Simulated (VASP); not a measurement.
CaO:

```
Ca O
1.0
     0.00000    2.60673    2.60673
     2.60673    0.00000    2.60673
     2.60673    2.60673    0.00000
Ca O
1 1
Cartesian
  0.0000 0.0000 0.0000
  1.3034 1.3034 1.3034
```

Base run:

- Program: VASP 6.6.1
- Functional: PBEsol
- Potentials or basis: VASP PAW PBE potentials, release 64 (Ca_sv, O)
- Cutoff: 600 eV
- k mesh: 8 × 8 × 8
- Occupations: gaussian, width 0.01 eV
- Spin: no spin polarisation

Its results: band gap on the k mesh 3.20 eV, indirect (least direct gap 3.83 eV); pressure -1.1 GPa.

Task: The run is repeated on the same cell with these changes: functional from PBEsol to r2SCAN; cutoff from 600 eV to 660 eV; k mesh from 8 × 8 × 8 to 4 × 4 × 4. What comes out?

Result: Band gap on the k mesh 3.73 eV, indirect (least direct gap 4.36 eV); pressure 0.7 GPa.

Several settings changed at once, so the effect can't be laid on one alone.

Caveats: some runs use coarse meshes; the PAW data sets were made with another functional, which shifts forces and pressure a little.

A k mesh can miss the band edges.
